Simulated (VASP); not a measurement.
# Te5Pd: single point with PBE

Te5Pd:

```
Te Pd
1.0
     0.00000    4.42745    4.42745
     4.42745    0.00000    4.42745
     4.42745    4.42745    0.00000
Te Pd
5 1
Direct
  0.37501 0.37501 0.87496
  0.37501 0.87496 0.37501
  0.87496 0.37501 0.37501
  0.37501 0.37501 0.37501
  0.75000 0.75000 0.75000
  0.00000 0.00000 0.00000
```

The cell was built from a structure type or drawn by symmetry, and may not be a known phase.

```json
{
 "Program": "VASP 6.6.1",
 "Task": "single point",
 "Functional": "PBE",
 "Potentials or basis": "VASP PAW PBE potentials, release 64 (Te, Pd)",
 "Cutoff": "520 eV",
 "k mesh": "8 × 8 × 8",
 "Occupations": "gaussian, width 0.1 eV",
 "Spin": "no spin polarisation"
}
```

```yaml
Pressure: -0.1 GPa
Band_gap_on_the_k_mesh: zero (bands 20 and 21 overlap by 1.03 eV)
```

Levels at points of the mesh, in eV from the Fermi level:
| k point | band 18 | band 19 | band 20 | band 21 | band 22 | band 23 |
| --- | --- | --- | --- | --- | --- | --- |
| (0.00, 0.00, 0.00) | -0.58 | -0.58 | 0.37 | 1.67 | 1.67 | 1.67 |
| (0.50, 0.00, 0.00) | -0.90 | -0.58 | -0.58 | 0.39 | 0.39 | 1.41 |
| (0.50, 0.50, 0.00) | -1.08 | -0.80 | -0.27 | -0.20 | 0.47 | 0.47 |

Run time: 2.1 min on 1 thread of Intel(R) Xeon(R) 6975P-C (Granite Rapids) (shared host), peak memory 0.38 GiB.

Caveat: spin-orbit coupling is left out, which moves the levels of the heavy elements.
